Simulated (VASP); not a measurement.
Runs of VASP 6.6.1 on Al. The structure is that of space group Fm-3m (No. 225), or close to it. The cells are those of the table. 

```tsv
cell	gap on the mesh (eV)	pressure (GPa)
a = 2.863, b = 2.755 Å, angles 61.2, 62.5, 61.2°, 1 atom	none	0.1
a = 2.862, b = 2.889 Å, angles 59.7, 59.4, 59.7°, 1 atom	none	(a)
a = 2.863, b = 2.916 Å, angles 59.4, 58.8, 59.4°, 1 atom	none	-0.3
a = 2.863, b = 2.943 Å, angles 59.1, 58.1, 59.1°, 1 atom	none	-0.2
```

Alike in all rows: task single point; level PBE; potentials or basis VASP PAW PBE potentials, release 64 (Al); no spin polarisation; k mesh 20 × 20 × 20; cutoff (eV) 520; smearing gaussian 0.15 eV.

**Question.** Fill in the values left out.

**Answer.** (a) -0.4.

A gap of «none» marks levels without a gap at the run's occupations.
